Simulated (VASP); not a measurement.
Nb3Sn: single point with PBEsol

Crystal: Nb3Sn.

```xyz
8
Lattice="5.2821 0.0000 0.0000 0.0000 5.2821 0.0000 0.0000 0.0000 5.2293" Properties=species:S:1:pos:R:3 pbc="T T T"
Sn    2.6410    2.6410    2.6146
Sn    0.0000    0.0000    0.0000
Nb    0.0000    2.6410    1.3073
Nb    0.0000    2.6410    3.9220
Nb    2.6410    1.2894    0.0000
Nb    3.9304    0.0000    2.6146
Nb    2.6410    3.9927    0.0000
Nb    1.3517    0.0000    2.6146
```

| Quantity | Value |
| --- | --- |
| Program | VASP 6.6.1 |
| Task | single point |
| Functional | PBEsol |
| Potentials or basis | VASP PAW PBE potentials, release 64 (Sn_d, Nb_sv) |
| Cutoff | 590 eV |
| k mesh | 4 × 4 × 5 |
| Occupations | fermi-dirac, width 0.05 eV |
| Spin | no spin polarisation |
| Dipole correction | no |
| Second try | not_converged |
| Further INCAR settings | ALGO = All; EDIFF = 1e-06; NBANDS = 63 |

| Property | Result |
| --- | --- |
| Pressure | -0.9 GPa |
| Largest force | 0.005 eV/Å |
| Band gap on the k mesh | zero (bands 53 and 54 overlap by 0.71 eV) |

Forces on the atoms (eV/Å):
```
Sn   0.000  0.000  0.000
Sn   0.000  0.000  0.000
Nb   0.000  0.000  0.000
Nb   0.000  0.000  0.000
Nb   0.000  0.005  0.000
Nb   0.005  0.000  0.000
Nb   0.000 -0.005  0.000
Nb  -0.005  0.000  0.000
```

Stress tensor (GPa, compression positive):
```
-1.01  0.00  0.00
 0.00 -1.01  0.00
 0.00  0.00 -0.56
```

Levels at points of the mesh, in eV from the Fermi level:
```tsv
k point	band 49	band 50	band 51	band 52	band 53	band 54	band 55	band 56	band 57	band 58
(0.00, 0.00, 0.00)	-1.40	-0.59	-0.53	-0.53	-0.17	0.04	2.42	2.47	2.50	2.54
(0.50, 0.00, 0.00)	-1.04	-0.93	-0.86	-0.85	-0.43	-0.40	1.44	1.63	2.20	2.28
(0.50, 0.50, 0.00)	-0.09	-0.09	0.21	0.21	0.31	0.69	0.69	0.70	0.78	1.04
```

It took 4.5 min on 4 MPI ranks on Intel(R) Xeon(R) Platinum 8259CL CPU @ 2.50GHz (Skylake/Cascade Lake) (shared host), peak memory 0.51 GiB a rank.

Caveat: the PAW data sets were made with another functional, which shifts forces and pressure a little; spin-orbit coupling is left out, which moves the levels of the heavy elements.
